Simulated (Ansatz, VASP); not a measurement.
# Two plane-wave programs on MoW3

```
Mo W
1.0
     4.49540    0.00000    0.00000
     0.00000    4.49540    0.00000
     0.00000    0.00000    3.17664
Mo W
1 3
Direct
  0.00000 0.00000 0.50000
  0.00000 0.50000 0.00000
  0.50000 0.50000 0.50000
  0.50000 0.00000 0.00000
```

Alike in both runs: functional PBE; k mesh 10 × 10 × 14; occupations gaussian, width 0.1 eV; no spin polarisation.

Ansatz relaxed the structure, and its values are those at the end. VASP's run is a single point on that final structure, the one shown.

```csv
,VASP,Ansatz
version,VASP 6.6.1,Ansatz 0.2.0
potentials or method,"VASP PAW PBE potentials, release 64 (Mo_sv, W_sv), cutoff 520 eV","scalar-relativistic, plane waves, PAW"
valence electrons in the cell,56,56
```

```csv
,VASP,Ansatz,Ansatz less VASP
gap on the k mesh at the Fermi level (eV),none,none,-
pressure (GPa),0.5,0.0,-0.51
```

A gap of «none» marks a metal or a gap that the smearing closes.

Neither program's run includes spin-orbit coupling.
